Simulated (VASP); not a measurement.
# Cu (I4/mmm) in VASP: notebook

Runs on Cu. Level: r2SCAN. Tasks: single point.

Everything below comes from runs of VASP 6.6.1. Logs are shortened: lines on timing, memory, paths and dates and some standing lists are left out, and cuts for length are marked.

### Step 1. The cell of the first run

Symmetry: I4/mmm, No. 139, tetragonal system. Conventional cell: a = 2.886 Å, b = 2.886 Å, c = 2.670 Å, α = 90.00°, β = 90.00°, γ = 90.00°. Within 3.2 Å of Cu (site symmetry 4/mmm) lie 14 Cu at 2.44 to 2.89 Å.

### Step 2. Single point, r2SCAN (strain +0.000 along x and y, -0.030 along z)

Input file POSCAR:

```
Cu
1.0
   -1.4427933200      1.4427933200      1.3347990065
    1.4427933200     -1.4427933200      1.3347990065
    1.4427933200      1.4427933200     -1.3347990065
Cu
1
Direct
    0.0000000000      0.0000000000      0.0000000000
```

Input file INCAR.step1:

```
SYSTEM = Cu
PREC = Accurate ; ENCUT = 520
ISMEAR = 0 ; SIGMA = 0.15
LREAL = .False. ; LASPH = .True.
NELM = 100 ; NBANDS = 12
GGA = PE ; ALGO = Normal
EDIFF = 1E-4 ; LWAVE = .True.
LCHARG = .False.
```

Input file INCAR.step2:

```
SYSTEM = Cu
PREC = Accurate ; ENCUT = 520
EDIFF = 1E-6 ; ISMEAR = 0
SIGMA = 0.15 ; LREAL = .False.
LASPH = .True. ; NELM = 100
ALGO = Normal ; ISIF = 2
LWAVE = .False. ; LCHARG = .False.
METAGGA = R2SCAN ; LMIXTAU = .True.
NBANDS = 12 ; ISTART = 1
```

Input file KPOINTS:

```
Automatic mesh
0
Gamma
  24 24 24
  0 0 0
```

Potentials or basis: VASP PAW PBE potentials, release 64 (Cu).

The run is started by

```sh
$ cat potpaw_PBE.64/Cu/POTCAR > POTCAR
$ cp INCAR.step1 INCAR
$ mpirun -np 1 vasp_std > vasp.out
$ cp INCAR.step2 INCAR
$ mpirun -np 1 vasp_std > vasp.out
```

OUTCAR:

```text
SYSTEM = Cu
   PREC = Accurate
   ENCUT = 520
   EDIFF = 1E-6
   ISMEAR = 0
   LREAL = .False.
   LASPH = .True.
   NELM = 100
   ISIF = 2
   METAGGA = R2SCAN
   ISTART = 1

 ion  position               nearest neighbor table
   1  0.000  0.000  0.000-

  LATTYP: Found a body centered tetragonal cell.
 ALAT       =     2.8855866400
 C/A-ratio  =     0.9251491451

  Lattice vectors:

 A1 = (  -1.4427933200,   1.4427933200,   1.3347990065)
 A2 = (   1.4427933200,  -1.4427933200,   1.3347990065)
 A3 = (   1.4427933200,   1.4427933200,  -1.3347990065)

Analysis of symmetry for initial positions (statically):
=====================================================================
 Subroutine PRICEL returns:
 Original cell was already a primitive cell.

 Routine SETGRP: Setting up the symmetry group for a
 body centered tetragonal supercell.

 Subroutine GETGRP returns: Found 16 space group operations
 (whereof 16 operations were pure point group operations)
 out of a pool of 16 trial point group operations.

The static configuration has the point symmetry D_4h.

Analysis of symmetry for dynamics (positions and initial velocities):
=====================================================================
 Subroutine PRICEL returns:
 Original cell was already a primitive cell.

 Routine SETGRP: Setting up the symmetry group for a
 body centered tetragonal supercell.

 Subroutine GETGRP returns: Found 16 space group operations
 (whereof 16 operations were pure point group operations)
 out of a pool of 16 trial point group operations.

The dynamic configuration has the point symmetry D_4h.

 Subroutine INISYM returns: Found 16 space group operations
 (whereof 16 operations are pure point group operations),
 and found     1 'primitive' translations

----------------------------------------------------------------------------------------

                                     Primitive cell

  volume of cell :      11.1144

  direct lattice vectors                    reciprocal lattice vectors
    -1.442793320  1.442793320  1.334799006     0.000000000  0.346549983  0.374588232
     1.442793320 -1.442793320  1.334799006     0.346549983  0.000000000  0.374588232
     1.442793320  1.442793320 -1.334799006     0.346549983  0.346549983  0.000000000

  length of vectors
     2.438235738  2.438235738  2.438235738     0.510307000  0.510307000  0.490095685

  position of ions in fractional coordinates (direct lattice)
     0.000000000  0.000000000  0.000000000

  ion indices of the primitive-cell ions
   primitive index   ion index
                 1           1

----------------------------------------------------------------------------------------

 KPOINTS: Automatic mesh

Automatic generation of k-mesh.
 Grid dimensions read from file:
 generate k-points for:   24   24   24

 Generating k-lattice:

  Cartesian coordinates                     Fractional coordinates (reciprocal lattice)
     0.000000000  0.014439583  0.015607843     0.041666667 -0.000000000  0.000000000
     0.014439583  0.000000000  0.015607843    -0.000000000  0.041666667  0.000000000
     0.014439583  0.014439583  0.000000000     0.000000000  0.000000000  0.041666667

  Length of vectors
     0.021262792  0.021262792  0.020420654

  Shift w.r.t. Gamma in fractional coordinates (k-lattice)
     0.000000000  0.000000000  0.000000000

 Subroutine IBZKPT returns following result:
 ===========================================

 Found   1063 irreducible k-points:

 Following reciprocal coordinates:
            Coordinates               Weight
  0.000000  0.000000  0.000000      1.000000
  0.041667  0.000000  0.000000      8.000000
  0.083333  0.000000  0.000000      8.000000
  0.125000  0.000000  0.000000      8.000000
  0.166667  0.000000  0.000000      8.000000
  0.208333 -0.000000  0.000000      8.000000
[... 16 lines left out ...]
  0.416667  0.041667  0.000000     16.000000
  0.458333  0.041667 -0.000000     16.000000
 [... further k-points ...]
   k-points           NKPTS =   1063   k-points in BZ     NKDIM =   1063   number of bands    NBANDS=     12
   number of dos      NEDOS =    301   number of ions     NIONS =      1
   total plane-waves  NPLWV =   5832
   dimension x,y,z NGX =    18 NGY =   18 NGZ =   18
   dimension x,y,z NGXF=    36 NGYF=   36 NGZF=   36
   ions per type =               1
   NGX,Y,Z   is equivalent  to a cutoff of  12.27, 12.27, 12.27 a.u.
   NGXF,Y,Z  is equivalent  to a cutoff of  24.55, 24.55, 24.55 a.u.
 SYSTEM =  Cu
   PREC   = accura    normal or accurate (medium, high low for compatibility)
   ISTART =      1    job   : 0-new  1-cont  2-samecut
   ICHARG =      0    charge: 1-file 2-atom 10-const
   ISPIN  =      1    spin polarized calculation?
   LNONCOLLINEAR =      F non collinear calculations
   LSORBIT =      F    spin-orbit coupling
   LASPH  =      T    aspherical Exc in radial PAW
   ENCUT  =  520.0 eV  38.22 Ry    6.18 a.u.   4.53  4.53  4.53*2*pi/ulx,y,z
   NELM   =    100;   NELMIN=  2; NELMDL=  0     # of ELM steps
   EDIFF  = 0.1E-05   stopping-criterion for ELM
   LREAL  =      F    real-space projection
   EDIFFG = 0.1E-04   stopping-criterion for IOM
   NSW    =      0    number of steps for IOM
   IBRION =     -1    ionic relax: 0-MD 1-quasi-New 2-CG
   NFREE  =      0    steps in history (QN), initial steepest desc. (CG)
   ISIF   =      2    stress and relaxation
   ISYM   =      2    0-nonsym 1-usesym 2-fastsym
   POTIM  = 0.5000    time-step for ionic-motion
   TEBEG  =    0.0;   TEEND  =   0.0 temperature during run
   PSTRESS=    0.0 pullay stress
   NELECT =      11.0000    total number of electrons
   NUPDOWN=      -1.0000    fix difference up-down
   EMIN   =  10.00;   EMAX   =-10.00  energy-range for DOS
   EFERMI =   0.00;   METHOD = LEGACY
   ISMEAR =     0;   SIGMA  =   0.15  broadening in eV -4-tet -1-fermi 0-gaus
   EFERMI_NEDOS =   21; number of points for ismear=-14 and -15
   IALGO  =     38    algorithm
   IMIX   =      4    mixing-type and parameters
     AMIX     =   0.40;   BMIX     =  1.00
     AMIX_MAG =   1.60;   BMIX_MAG =  1.00
  volume/ion in A,a.u.               =      11.11        75.00
  Fermi-wavevector in a.u.,A,eV,Ry     =   1.631465  3.083021 36.214316  2.661677
  Thomas-Fermi vector in A             =   2.723596
   LORBIT       =      0    0 simple, 1 ext, 2 COOP (PROOUT), +10 PAW based schemes
   METAGGA = R2SCAN    functional components
   LHFCALC =     F    Hartree Fock is set to
   AEXX    =    0.0000 exact exchange contribution
   IVDW    =     0    specifies the selected vdW correction
   LEPSILON=     F    determine dielectric tensor
   LRPA    =     F    only Hartree local field effects (RPA)
 non-spin polarized calculation
 Gauss-broadening in eV      SIGMA  =   0.15
  energy-cutoff  :      520.00
  volume of cell :       11.11
 maximum number of plane-waves:       313
   NGX =  9   NGY =  9   NGZ =  9

 number of electron      11.0000010 magnetization

 Free energy of the ion-electron system (eV)
  ---------------------------------------------------
  ext. energy  EPLUGINS =         0.00000000
  ---------------------------------------------------
  free energy    TOTEN  =       -10.78319845 eV

  energy without entropy =      -10.77897787  energy(sigma->0) =      -10.78108816

 E-fermi :   8.1785     XC(G=0): -14.1607

 val. band max:        8.1719077914   @ k =   0.5000   0.2500   0.0833
 cond. band min:       8.1816808039   @ k =   0.1667   0.1667   0.1667
 fundamental gap:      0.0097730125
 Fermi energy:         8.1785181599

 k-point     1 :       0.0000    0.0000    0.0000
  band No.  band energies     occupation
      1      -1.9858      2.00000
      2       4.5401      2.00000
      3       4.8824      2.00000
      4       4.8826      2.00000
      5       5.6424      2.00000
      6       6.0028      2.00000
      7      33.9020      0.00000
      8      33.9020      0.00000
      9      36.2526      0.00000
     10      38.4655      0.00000
     11      38.4695      0.00000
     12      39.2157      0.00000

 k-point     2 :       0.0417    0.0000    0.0000
  band No.  band energies     occupation
      1      -1.9108      2.00000
      2       4.5487      2.00000
      3       4.8795      2.00000
      4       4.8869      2.00000
      5       5.6449      2.00000
      6       5.9907      2.00000
      7      33.5528      0.00000
      8      33.6959      0.00000
      9      35.5612      0.00000
     10      37.7704      0.00000
     11      38.1793      0.00000
     12      38.4457      0.00000

 k-point     3 :       0.0833    0.0000    0.0000
  band No.  band energies     occupation
      1      -1.6873      2.00000
      2       4.5569      2.00000
      3       4.8679      2.00000
      4       4.9175      2.00000
      5       5.6532      2.00000
      6       5.9585      2.00000
      7      32.4527      0.00000
      8      33.1889      0.00000
      9      33.9997      0.00000
     10      36.4272      0.00000
     11      37.3663      0.00000
     12      38.1635      0.00000
[... 286 lines left out ...]
 k-point    23 :       0.4167    0.0417    0.0000
  band No.  band energies     occupation
      1       2.6056      2.00000
      2       3.8558      2.00000
      3       5.7409      2.00000
      4       6.0879      2.00000
      5       6.3978      2.00000
      6       7.2551      2.00000
      7      14.5547      0.00000
      8      25.9681      0.00000
      9      26.7300      0.00000
     10      31.0173      0.00000
     11      34.3447      0.00000
     12      42.8073      0.00000

 k-point    24 :       0.4583    0.0417   -0.0000
  band No.  band energies     occupation
      1       2.6501      2.00000
      2       3.8283      2.00000
      3       5.7783      2.00000
      4       6.1061      2.00000
      5       6.5302      2.00000
      6       7.8200      1.99928
      7      13.5789      0.00000
      8      25.7276      0.00000
      9      26.5417      0.00000
     10      30.9672      0.00000
     11      34.3515      0.00000
     12      43.4455      0.00000

 [... further k-points ...]

------------------------ aborting loop because EDIFF is reached ----------------------------------------

  FORCE on cell =-STRESS in cart. coord.  units (eV):
  Direction    XX          YY          ZZ          XY          YZ          ZX
  --------------------------------------------------------------------------------------
  -------------------------------------------------------------------------------------
  Total        0.4285219      0.4285219      0.4867830      0.0000000     -0.0000000      0.0000000
  in kB       61.7731199     61.7731199     70.1716787      0.0000000     -0.0000000      0.0000000
  external PRESSURE =      64.5726395 kB  Pullay stress =       0.0000000 kB

 VOLUME and BASIS-vectors are now :
 -----------------------------------------------------------------------------
  energy-cutoff  :      520.00
  volume of cell :       11.11
      direct lattice vectors                 reciprocal lattice vectors
    -1.442793320  1.442793320  1.334799006     0.000000000  0.346549983  0.374588232
     1.442793320 -1.442793320  1.334799006     0.346549983  0.000000000  0.374588232
     1.442793320  1.442793320 -1.334799006     0.346549983  0.346549983  0.000000000

 POSITION                                       TOTAL-FORCE (eV/Angst)
 -----------------------------------------------------------------------------------
      0.00000      0.00000      0.00000        -0.000000      0.000000     -0.000000
 -----------------------------------------------------------------------------------
    total drift:                                0.000000      0.000000      0.000000

  FREE ENERGIE OF THE ION-ELECTRON SYSTEM (eV)
  ---------------------------------------------------
  free  energy   TOTEN  =       -10.7831984452 eV

  energy  without entropy=      -10.7789778653  energy(sigma->0) =      -10.78108816
```

Run time: 3.7 min. Hardware: 1 thread of Intel Xeon 6975P-C (Granite Rapids), shared host; peak memory 0.23 GiB.

Results:

| Property | Result |
| --- | --- |
| Free energy | -10.7832 eV |
| Pressure | 6.5 GPa |
| Band gap on the k mesh | zero (an odd number of electrons rules out a gap without spin polarisation) |

Stress tensor (GPa, compression positive):
```
6.18 0.00 0.00
0.00 6.18 0.00
0.00 0.00 7.02
```

Caveat: the cell differs from its parent crystal (strain +0.000 along x and y, -0.030 along z); the cell stands under pressure; the PAW data sets were made with another functional, which shifts forces and pressure a little.

### Step 3. Single point, r2SCAN (strain +0.030 along x and y, -0.030 along z)

Input file POSCAR:

```
Cu
1.0
   -1.4860771196      1.4860771196      1.3347990065
    1.4860771196     -1.4860771196      1.3347990065
    1.4860771196      1.4860771196     -1.3347990065
Cu
1
Direct
    0.0000000000      0.0000000000      0.0000000000
```

Input file INCAR.step1:

```
PREC = Accurate
ENCUT = 520
ISMEAR = 0
SIGMA = 0.15
LREAL = False
LASPH = True
NELM = 100
NBANDS = 12
GGA = PE
ALGO = Normal
EDIFF = 1E-4
LWAVE = True
LCHARG = False
```

Input file INCAR.step2:

```
PREC = Accurate
ENCUT = 520
EDIFF = 1E-6
ISMEAR = 0
SIGMA = 0.15
LREAL = False
LASPH = True
NELM = 100
ALGO = Normal
ISIF = 2
LWAVE = False
LCHARG = True
METAGGA = R2SCAN
LMIXTAU = True
LELF = True
LVHAR = True
NBANDS = 12
ISTART = 1
```

Input file KPOINTS:

```
regular mesh
0
Gamma
  24 24 24
```

Potentials or basis: VASP PAW PBE potentials, release 64 (Cu).

The run is started by

```sh
$ cat potpaw_PBE.64/Cu/POTCAR > POTCAR
$ cp INCAR.step1 INCAR
$ mpirun -np 1 vasp_std > vasp.out
$ cp INCAR.step2 INCAR
$ mpirun -np 1 vasp_std > vasp.out
```

OUTCAR:

```text
PREC = Accurate
   ENCUT = 520
   EDIFF = 1E-6
   ISMEAR = 0
   LREAL = False
   LASPH = True
   NELM = 100
   ISIF = 2
   METAGGA = R2SCAN
   ISTART = 1

 ion  position               nearest neighbor table
   1  0.000  0.000  0.000-

  LATTYP: Found a body centered tetragonal cell.
 ALAT       =     2.9721542392
 C/A-ratio  =     0.8982030535

  Lattice vectors:

 A1 = (  -1.4860771196,   1.4860771196,   1.3347990065)
 A2 = (   1.4860771196,  -1.4860771196,   1.3347990065)
 A3 = (   1.4860771196,   1.4860771196,  -1.3347990065)
[... 539 lines left out ...]

 [... further k-points ...]

------------------------ aborting loop because EDIFF is reached ----------------------------------------

  FORCE on cell =-STRESS in cart. coord.  units (eV):
  Direction    XX          YY          ZZ          XY          YZ          ZX
  --------------------------------------------------------------------------------------
  -------------------------------------------------------------------------------------
  Total       -0.2581355     -0.2581355     -0.1606509      0.0000000      0.0000000      0.0000000
  in kB      -35.0751644    -35.0751644    -21.8290733      0.0000000      0.0000000      0.0000000
  external PRESSURE =     -30.6598007 kB  Pullay stress =       0.0000000 kB

 VOLUME and BASIS-vectors are now :
 -----------------------------------------------------------------------------
  energy-cutoff  :      520.00
  volume of cell :       11.79
      direct lattice vectors                 reciprocal lattice vectors
    -1.486077120  1.486077120  1.334799006     0.000000000  0.336456294  0.374588232
     1.486077120 -1.486077120  1.334799006     0.336456294  0.000000000  0.374588232
     1.486077120  1.486077120 -1.334799006     0.336456294  0.336456294  0.000000000

 POSITION                                       TOTAL-FORCE (eV/Angst)
 -----------------------------------------------------------------------------------
      0.00000      0.00000      0.00000        -0.000000      0.000000      0.000000
 -----------------------------------------------------------------------------------
    total drift:                                0.000000     -0.000000      0.000000

  FREE ENERGIE OF THE ION-ELECTRON SYSTEM (eV)
  ---------------------------------------------------
  free  energy   TOTEN  =       -10.7881304850 eV

  energy  without entropy=      -10.7837393637  energy(sigma->0) =      -10.78593492
```

Wall time 4.4 min (1 thread of Intel Xeon 6975P-C (Granite Rapids), shared host); peak memory 0.25 GiB.

What came out:

* Free energy: -10.7881 eV
* Pressure: -3.1 GPa
* Band gap on the k mesh: zero (an odd number of electrons rules out a gap without spin polarisation)

Levels at points of the mesh, in eV from the Fermi level:
```csv
k point,band 2,band 3,band 4,band 5,band 6,band 7,band 8,band 9,band 10,band 11
"(0.00, 0.00, 0.00)",-3.49,-3.05,-3.05,-2.50,-2.04,24.60,24.60,28.03,28.55,29.00
"(0.50, 0.00, 0.00)",-4.11,-2.28,-1.87,-1.47,-0.28,5.06,17.42,17.52,21.34,24.47
"(0.50, 0.50, 0.00)",-3.57,-2.58,-2.23,-1.51,-1.15,3.82,20.34,20.87,24.17,27.02
"(0.50, 0.50, 0.50)",-4.79,-1.67,-1.67,-1.55,7.30,7.30,11.69,12.92,13.74,18.32
```

Caveat: the cell differs from its parent crystal (strain +0.030 along x and y, -0.030 along z); the cell stands under tension; the PAW data sets were made with another functional, which shifts forces and pressure a little.

### Step 4. Single point, r2SCAN (strain +0.030 along x and y, +0.000 along z)

Input file POSCAR:

```
Cu
1.0
   -1.4860771196      1.4860771196      1.3760814500
    1.4860771196     -1.4860771196      1.3760814500
    1.4860771196      1.4860771196     -1.3760814500
Cu
1
Direct
    0.0000000000      0.0000000000      0.0000000000
```

Input file INCAR.step1:

```
ALGO = Normal
EDIFF = 1E-4
ENCUT = 520
GGA = PE
ISMEAR = 0
LASPH = T
LCHARG = F
LREAL = F
LWAVE = T
NBANDS = 12
NELM = 80
PREC = Accurate
SIGMA = 0.15
```

Input file INCAR.step2:

```
ALGO = Normal
EDIFF = 1E-7
ENCUT = 520
ISIF = 2
ISMEAR = 0
ISTART = 1
LASPH = T
LCHARG = F
LMIXTAU = T
LREAL = F
LWAVE = F
METAGGA = R2SCAN
NBANDS = 12
NELM = 80
PREC = Accurate
SIGMA = 0.15
```

Input file KPOINTS:

```
k-points
0
Gamma
  24 24 24
```

The run is started by

```sh
$ cat potpaw_PBE.64/Cu/POTCAR > POTCAR
$ cp INCAR.step1 INCAR
$ mpirun -np 1 vasp_std > vasp.out
$ cp INCAR.step2 INCAR
$ mpirun -np 1 vasp_std > vasp.out
```

Run time: 6.7 min. Hardware: 1 thread of Intel Xeon 6975P-C (Granite Rapids), shared host; peak memory 0.25 GiB.

Results (log left out):

```
Free energy            : -10.7778 eV
Pressure               : -7.2 GPa
Band gap on the k mesh : zero (an odd number of electrons rules out a gap without spin polarisation)
```

Stress tensor (GPa, compression positive):
```
-7.29  0.00  0.00
 0.00 -7.29  0.00
 0.00  0.00 -7.04
```

Levels at points of the mesh, in eV from the Fermi level:
```csv
k point,band 4,band 5,band 6,band 7,band 8,band 9
"(0.00, 0.00, 0.00)",-3.01,-2.33,-2.03,24.80,24.80,27.09
"(0.50, 0.00, 0.00)",-1.90,-1.43,-0.31,4.75,17.39,17.40
"(0.50, 0.50, 0.00)",-2.14,-1.47,-0.91,3.88,19.45,19.72
"(0.50, 0.50, 0.50)",-1.62,-1.54,7.56,7.56,10.61,13.00
```

Caveat: the cell differs from its parent crystal (strain +0.030 along x and y, +0.000 along z); the cell stands under tension; the PAW data sets were made with another functional, which shifts forces and pressure a little.

### Step 5. The runs side by side

| cell | gap on the mesh (eV) | pressure (GPa) |
| --- | --- | --- |
| a = 2.438 Å, angles 107.4, 107.4, 113.6°, 1 atom | none | 6.5 |
| a = 2.490 Å, angles 106.7, 106.7, 115.2°, 1 atom | none | -3.1 |
| a = 2.512 Å, angles 107.5, 107.5, 113.6°, 1 atom | none | -7.2 |

Alike in all rows: task single point; level r2SCAN; potentials or basis VASP PAW PBE potentials, release 64 (Cu); no spin polarisation; k mesh 24 × 24 × 24; cutoff (eV) 520; smearing gaussian 0.15 eV.

Caveats: the PAW data sets were made with another functional, which shifts forces and pressure a little; the cell stands under tension (at least some runs); the cell stands under pressure (at least some runs).

Total energies depend on the potentials used, so only differences within one code and one set of settings carry meaning.
